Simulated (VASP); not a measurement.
# Lu (P6_3/mmc) in VASP: further runs

The runs below take Lu through single point, with LDA.

Program: VASP 6.6.1. These are calculated values, not measurements. Logs are shortened: lines on timing, memory, paths and dates and some standing lists are left out, and cuts for length are marked.

### 1 The cell of the first run

The structure is hexagonal, space group P6_3/mmc (No. 194). Conventional cell: a = 3.382 Å, b = 3.382 Å, c = 5.252 Å, α = 90.00°, β = 90.00°, γ = 120.00°. Within 4.3 Å of Lu (site symmetry -6m2) lie 12 Lu at 3.27 to 3.38 Å.

### 2 Single point, LDA

INCAR

```
SYSTEM = Lu
PREC = Accurate
ENCUT = 520
EDIFF = 1E-6
ISMEAR = -1
SIGMA = 0.3
LREAL = .FALSE.
LASPH = .TRUE.
NELM = 60
ALGO = Normal
ISIF = 2
LWAVE = .FALSE.
LCHARG = .FALSE.
GGA = CA
NBANDS = 32
```

KPOINTS

```
Automatic mesh
0
G
  11 11 6
  0 0 0
```

POSCAR

```
Lu
1.0
    3.3823924653      0.0000000000      0.0000000000
   -1.6911962327      2.9292378005      0.0000000000
    0.0000000000      0.0000000000      5.2524129119
Lu
2
Direct
    0.3333333333      0.6666666667      0.2500000000
    0.6666666667      0.3333333333      0.7500000000
```

Potentials or basis: VASP PAW PBE potentials, release 64 (Lu).

Command:

```console
$ cat potpaw_PBE.64/Lu/POTCAR > POTCAR
$ mpirun -np 1 vasp_std > vasp.out
```

OUTCAR:

```text
SYSTEM = Lu
   PREC = Accurate
   ENCUT = 520
   EDIFF = 1E-6
   ISMEAR = -1
   LREAL = .FALSE.
   LASPH = .TRUE.
   NELM = 60
   ISIF = 2
   GGA = CA

 ion  position               nearest neighbor table
   1  0.333  0.667  0.250-   2 3.27   2 3.27   2 3.27   2 3.27   2 3.27   2 3.27
   2  0.667  0.333  0.750-   1 3.27   1 3.27   1 3.27   1 3.27   1 3.27   1 3.27

  LATTYP: Found a hexagonal cell.
 ALAT       =     3.3823924653
 C/A-ratio  =     1.5528691498

  Lattice vectors:

 A1 = (   3.3823924653,   0.0000000000,   0.0000000000)
 A2 = (  -1.6911962327,   2.9292378005,   0.0000000000)
 A3 = (   0.0000000000,   0.0000000000,   5.2524129119)

Analysis of symmetry for initial positions (statically):
=====================================================================
 Subroutine PRICEL returns:
 Original cell was already a primitive cell.

 Routine SETGRP: Setting up the symmetry group for a
 hexagonal supercell.

 Subroutine GETGRP returns: Found 24 space group operations
 (whereof 12 operations were pure point group operations)
 out of a pool of 24 trial point group operations.

The static configuration has the point symmetry D_3d.
 The point group associated with its full space group is D_6h.

Analysis of symmetry for dynamics (positions and initial velocities):
=====================================================================
 Subroutine PRICEL returns:
 Original cell was already a primitive cell.

 Routine SETGRP: Setting up the symmetry group for a
 hexagonal supercell.

 Subroutine GETGRP returns: Found 24 space group operations
 (whereof 12 operations were pure point group operations)
 out of a pool of 24 trial point group operations.

The dynamic configuration has the point symmetry D_3d.
 The point group associated with its full space group is D_6h.

 Subroutine INISYM returns: Found 24 space group operations
 (whereof 12 operations are pure point group operations),
 and found     1 'primitive' translations

----------------------------------------------------------------------------------------

                                     Primitive cell

  volume of cell :      52.0400

  direct lattice vectors                    reciprocal lattice vectors
     3.382392465  0.000000000  0.000000000     0.295648719  0.170692868  0.000000000
    -1.691196233  2.929237801  0.000000000     0.000000000  0.341385735  0.000000000
     0.000000000  0.000000000  5.252412912     0.000000000  0.000000000  0.190388687

  length of vectors
     3.382392465  3.382392465  5.252412912     0.341385735  0.341385735  0.190388687

  position of ions in fractional coordinates (direct lattice)
     0.333333333  0.666666667  0.250000000
     0.666666667  0.333333333  0.750000000

  ion indices of the primitive-cell ions
   primitive index   ion index
                 1           1
                 2           2

----------------------------------------------------------------------------------------

 KPOINTS: Automatic mesh

Automatic generation of k-mesh.
 Grid dimensions read from file:
 generate k-points for:   11   11    6

 Generating k-lattice:

  Cartesian coordinates                     Fractional coordinates (reciprocal lattice)
     0.026877156  0.015517533  0.000000000     0.090909091  0.000000000  0.000000000
     0.000000000  0.031035067  0.000000000     0.000000000  0.090909091  0.000000000
     0.000000000  0.000000000  0.031731448     0.000000000  0.000000000  0.166666667

  Length of vectors
     0.031035067  0.031035067  0.031731448

  Shift w.r.t. Gamma in fractional coordinates (k-lattice)
     0.000000000  0.000000000  0.000000000

 Subroutine IBZKPT returns following result:
 ===========================================

 Found     64 irreducible k-points:

 Following reciprocal coordinates:
            Coordinates               Weight
  0.000000  0.000000  0.000000      1.000000
  0.090909  0.000000  0.000000      6.000000
  0.181818  0.000000  0.000000      6.000000
  0.272727  0.000000  0.000000      6.000000
  0.363636  0.000000  0.000000      6.000000
  0.454545  0.000000  0.000000      6.000000
[... 16 lines left out ...]
  0.090909  0.090909  0.166667     12.000000
  0.181818  0.090909  0.166667     24.000000
 [... further k-points ...]
   k-points           NKPTS =     64   k-points in BZ     NKDIM =     64   number of bands    NBANDS=     32
   number of dos      NEDOS =    301   number of ions     NIONS =      2
   total plane-waves  NPLWV =  31360
   dimension x,y,z NGX =    28 NGY =   28 NGZ =   40
   dimension x,y,z NGXF=    56 NGYF=   56 NGZF=   80
   ions per type =               2
   NGX,Y,Z   is equivalent  to a cutoff of  13.76, 13.76, 12.66 a.u.
   NGXF,Y,Z  is equivalent  to a cutoff of  27.52, 27.52, 25.32 a.u.
 SYSTEM =  Lu
   PREC   = accura    normal or accurate (medium, high low for compatibility)
   ISTART =      0    job   : 0-new  1-cont  2-samecut
   ICHARG =      2    charge: 1-file 2-atom 10-const
   ISPIN  =      1    spin polarized calculation?
   LNONCOLLINEAR =      F non collinear calculations
   LSORBIT =      F    spin-orbit coupling
   LASPH  =      T    aspherical Exc in radial PAW
   ENCUT  =  520.0 eV  38.22 Ry    6.18 a.u.   6.29  6.29  9.77*2*pi/ulx,y,z
   NELM   =     60;   NELMIN=  2; NELMDL= -5     # of ELM steps
   EDIFF  = 0.1E-05   stopping-criterion for ELM
   LREAL  =      F    real-space projection
   EDIFFG = 0.1E-04   stopping-criterion for IOM
   NSW    =      0    number of steps for IOM
   IBRION =     -1    ionic relax: 0-MD 1-quasi-New 2-CG
   NFREE  =      0    steps in history (QN), initial steepest desc. (CG)
   ISIF   =      2    stress and relaxation
   ISYM   =      2    0-nonsym 1-usesym 2-fastsym
   POTIM  = 0.5000    time-step for ionic-motion
   TEBEG  =    0.0;   TEEND  =   0.0 temperature during run
   PSTRESS=    0.0 pullay stress
   NELECT =      50.0000    total number of electrons
   NUPDOWN=      -1.0000    fix difference up-down
   EMIN   =  10.00;   EMAX   =-10.00  energy-range for DOS
   EFERMI =   0.00;   METHOD = LEGACY
   ISMEAR =    -1;   SIGMA  =   0.30  broadening in eV -4-tet -1-fermi 0-gaus
   EFERMI_NEDOS =   21; number of points for ismear=-14 and -15
   IALGO  =     38    algorithm
   IMIX   =      4    mixing-type and parameters
     AMIX     =   0.40;   BMIX     =  1.00
     AMIX_MAG =   1.60;   BMIX_MAG =  1.00
  volume/ion in A,a.u.               =      26.02       175.59
  Fermi-wavevector in a.u.,A,eV,Ry     =   1.615421  3.052703 35.505551  2.609584
  Thomas-Fermi vector in A             =   2.710171
   LORBIT       =      0    0 simple, 1 ext, 2 COOP (PROOUT), +10 PAW based schemes
   GGA     = CA    functional components
   LHFCALC =     F    Hartree Fock is set to
   AEXX    =    0.0000 exact exchange contribution
   IVDW    =     0    specifies the selected vdW correction
   LEPSILON=     F    determine dielectric tensor
   LRPA    =     F    only Hartree local field effects (RPA)
 non-spin polarized calculation
  energy-cutoff  :      520.00
  volume of cell :       52.04
 maximum number of plane-waves:      1423
 NGX is ok and might be reduce to    28
   NGX = 13   NGY = 13   NGZ = 19

 number of electron      49.9999981 magnetization

 Free energy of the ion-electron system (eV)
  ---------------------------------------------------
  ext. energy  EPLUGINS =         0.00000000
  ---------------------------------------------------
  free energy    TOTEN  =       -10.77413883 eV

  energy without entropy =      -10.07004161  energy(sigma->0) =      -10.42209022

 E-fermi :   2.3614     XC(G=0): -11.5460

 val. band max:        2.3462524750   @ k =   0.1818   0.1818   0.1667
 cond. band min:       2.3680625947   @ k =   0.4545   0.0909   0.3333
 fundamental gap:      0.0218101198
 Fermi energy:         2.3614423277

 k-point     1 :       0.0000    0.0000    0.0000
  band No.  band energies     occupation
      1     -53.2977      2.00000
      2     -53.2336      2.00000
      3     -24.6115      2.00000
      4     -23.9590      2.00000
      5     -23.9590      2.00000
      6     -23.8316      2.00000
[... 24 lines left out ...]
     31       5.9053      0.00001
     32       5.9053      0.00001

 k-point     2 :       0.0909    0.0000    0.0000
  band No.  band energies     occupation
      1     -53.2943      2.00000
      2     -53.2326      2.00000
      3     -24.5920      2.00000
      4     -23.9977      2.00000
      5     -23.9725      2.00000
      6     -23.8729      2.00000
[... 24 lines left out ...]
     31       5.6111      0.00004
     32       5.6823      0.00003

 k-point     3 :       0.1818    0.0000    0.0000
  band No.  band energies     occupation
      1     -53.2852      2.00000
      2     -53.2301      2.00000
      3     -24.5363      2.00000
      4     -24.1020      2.00000
      5     -24.0074      2.00000
      6     -23.9802      2.00000
[... 24 lines left out ...]
     31       6.0509      0.00001
     32       6.1877      0.00001

 k-point     4 :       0.2727    0.0000    0.0000
  band No.  band energies     occupation
      1     -53.2724      2.00000
      2     -53.2275      2.00000
      3     -24.4536      2.00000
      4     -24.2391      2.00000
      5     -24.1137      2.00000
      6     -24.0509      2.00000
[... 24 lines left out ...]
     31       6.8190      0.00000
     32       7.1023      0.00000

 k-point     5 :       0.3636    0.0000    0.0000
  band No.  band energies     occupation
      1     -53.2593      2.00000
      2     -53.2265      2.00000
      3     -24.3650      2.00000
      4     -24.3599      2.00000
      5     -24.2303      2.00000
      6     -24.0893      2.00000
[... 584 lines left out ...]
     31       7.7716      0.00000
     32       8.0165      0.00000

 k-point    22 :       0.4545    0.0000    0.1667
  band No.  band energies     occupation
      1     -53.2486      2.00000
      2     -53.2288      2.00000
      3     -24.4884      2.00000
      4     -24.3504      2.00000
      5     -24.2042      2.00000
      6     -24.0978      2.00000
[... 24 lines left out ...]
     31       8.9024      0.00000
     32       8.9980      0.00000

 k-point    23 :       0.0909    0.0909    0.1667
  band No.  band energies     occupation
      1     -53.2843      2.00000
      2     -53.2347      2.00000
      3     -24.5152      2.00000
      4     -24.0451      2.00000
      5     -24.0166      2.00000
      6     -23.9624      2.00000
[... 24 lines left out ...]
     31       6.0245      0.00001
     32       6.4281      0.00000

 k-point    24 :       0.1818    0.0909    0.1667
  band No.  band energies     occupation
      1     -53.2739      2.00000
      2     -53.2316      2.00000
      3     -24.4668      2.00000
      4     -24.1507      2.00000
      5     -24.1156      2.00000
      6     -24.0175      2.00000
[... 24 lines left out ...]
     31       6.4154      0.00000
     32       7.0310      0.00000

 [... further k-points ...]
[... 5 lines left out ...]
  --------------------------------------------------------------------------------------
  -------------------------------------------------------------------------------------
  Total        0.1893737      0.1893737      0.6142120     -0.0000000      0.0000000     -0.0000000
  in kB        5.8303264      5.8303264     18.9099955     -0.0000000      0.0000000     -0.0000000
  external PRESSURE =      10.1902161 kB  Pullay stress =       0.0000000 kB

 VOLUME and BASIS-vectors are now :
 -----------------------------------------------------------------------------
  energy-cutoff  :      520.00
  volume of cell :       52.04
      direct lattice vectors                 reciprocal lattice vectors
     3.382392465  0.000000000  0.000000000     0.295648719  0.170692868  0.000000000
    -1.691196233  2.929237801  0.000000000     0.000000000  0.341385735  0.000000000
     0.000000000  0.000000000  5.252412912     0.000000000  0.000000000  0.190388687

 POSITION                                       TOTAL-FORCE (eV/Angst)
 -----------------------------------------------------------------------------------
     -0.00000      1.95283      1.31310        -0.000000      0.000000      0.000000
      1.69120      0.97641      3.93931         0.000000     -0.000000      0.000000
 -----------------------------------------------------------------------------------
    total drift:                               -0.000000      0.000000     -0.000000

  FREE ENERGIE OF THE ION-ELECTRON SYSTEM (eV)
  ---------------------------------------------------
  free  energy   TOTEN  =       -10.7741388338 eV

  energy  without entropy=      -10.0700416118  energy(sigma->0) =      -10.42209022
```

Run time: 86 s. Hardware: 1 thread of Intel Xeon Platinum 8259CL at 2.50GHz (Skylake/Cascade Lake), shared host; peak memory 0.22 GiB.

Results:

```
Free energy            : -10.7741 eV
Pressure               : 1.0 GPa
Band gap on the k mesh : zero (band 25 reaches 3.62 eV, above the bottom of band 26 at 1.71 eV)
```

Stress tensor (GPa, compression positive):
```
0.58 0.00 0.00
0.00 0.58 0.00
0.00 0.00 1.89
```

Levels at points of the mesh, in eV from the Fermi level:
```tsv
k point	band 21	band 22	band 23	band 24	band 25	band 26	band 27	band 28	band 29	band 30
(0.00, 0.00, 0.00)	-4.73	-4.70	-4.69	-2.59	1.25	2.18	2.18	2.71	3.03	3.03
(0.00, 0.00, 0.50)	-4.70	-4.70	-4.38	-4.38	1.26	1.26	2.05	2.05	2.05	2.05
```

Caveat: the PAW data sets were made with another functional, which shifts forces and pressure a little; spin-orbit coupling is left out, which moves the levels of the heavy elements.

### 3 Single point, LDA

INCAR

```
PREC = Accurate ; ENCUT = 520
EDIFF = 1E-7 ; ISMEAR = -1
SIGMA = 0.6 ; LREAL = F
LASPH = T ; NELM = 100
ALGO = Normal ; ISIF = 2
LWAVE = F ; LCHARG = T
GGA = CA ; LELF = T
LVHAR = T ; NBANDS = 32
```

KPOINTS

```
regular mesh
0
Gamma
  11 11 6
```

POSCAR is that of step 2.

Potentials or basis: VASP PAW PBE potentials, release 64 (Lu).

Command:

```console
$ cat potpaw_PBE.64/Lu/POTCAR > POTCAR
$ mpirun -np 1 vasp_std > vasp.out
```

It took 1.7 min on 1 thread of Intel Xeon Platinum 8259CL at 2.50GHz (Skylake/Cascade Lake), shared host; peak memory 0.22 GiB.

It converged, with:

```yaml
Free_energy: -11.7761 eV
Pressure: 3.1 GPa
Band_gap_on_the_k_mesh: zero (band 25 reaches 3.64 eV, above the bottom of band 26 at 1.71 eV)
```

Stress tensor (GPa, compression positive):
```
2.13 0.00 0.00
0.00 2.13 0.00
0.00 0.00 4.90
```

Levels at points of the mesh, in eV from the Fermi level:
```csv
k point,band 21,band 22,band 23,band 24,band 25,band 26,band 27,band 28,band 29,band 30
"(0.00, 0.00, 0.00)",-4.69,-4.66,-4.65,-2.55,1.28,2.22,2.22,2.76,3.07,3.07
"(0.00, 0.00, 0.50)",-4.66,-4.66,-4.35,-4.35,1.30,1.30,2.10,2.10,2.10,2.10
```

Caveat: the PAW data sets were made with another functional, which shifts forces and pressure a little; spin-orbit coupling is left out, which moves the levels of the heavy elements.
